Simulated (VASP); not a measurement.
A run of VASP 6.6.1 is set up as follows.

INCAR

```
  PREC = Accurate
  ENCUT = 520
  EDIFF = 1E-6
  ISMEAR = -1
  SIGMA = 0.1
  LREAL = False
  LASPH = True
  NELM = 100
  ALGO = Normal
  ISIF = 2
  LWAVE = False
  LCHARG = False
  GGA = PS
  NBANDS = 55
```

KPOINTS

```
Automatic mesh
0
Gamma
  5 5 8
```

The input POSCAR:

```
Y6Sb2Mo
1.0
    8.1011510000      0.0000000000      0.0000000000
   -4.0505760000      7.0158080000      0.0000000000
    0.0000000000      0.0000000000      4.1637810000
Y Mo Sb
6 1 2
Direct
    0.2360000000      0.0000000000      0.0000000000
    0.7640000000      0.7640000000      0.0000000000
    0.0000000000      0.2360000000      0.0000000000
    0.5970000000      0.0000000000      0.5000000000
    0.4030000000      0.4030000000      0.5000000000
    0.0000000000      0.5970000000      0.5000000000
    0.0000000000      0.0000000000      0.5000000000
    0.3333000000      0.6667000000      0.0000000000
    0.6667000000      0.3333000000      0.0000000000
```

Potentials or basis: VASP PAW PBE potentials, release 64 (Y_sv, Mo_sv, Sb).

Run with:

```bash
$ cat potpaw_PBE.64/Y_sv/POTCAR potpaw_PBE.64/Mo_sv/POTCAR potpaw_PBE.64/Sb/POTCAR > POTCAR
$ mpirun -np 1 vasp_std > vasp.out
```

(1) Estimate the largest force.

(2) Estimate the pressure.

(3) What does it give for the band gap on the k mesh?

Results:

(1) 0.404 eV/Å.

(2) 1.3 GPa.

(3) zero (bands 45 and 46 overlap by 0.28 eV).

Caveat: the PAW data sets were made with another functional, which shifts forces and pressure a little; spin-orbit coupling is left out, which moves the levels of the heavy elements.
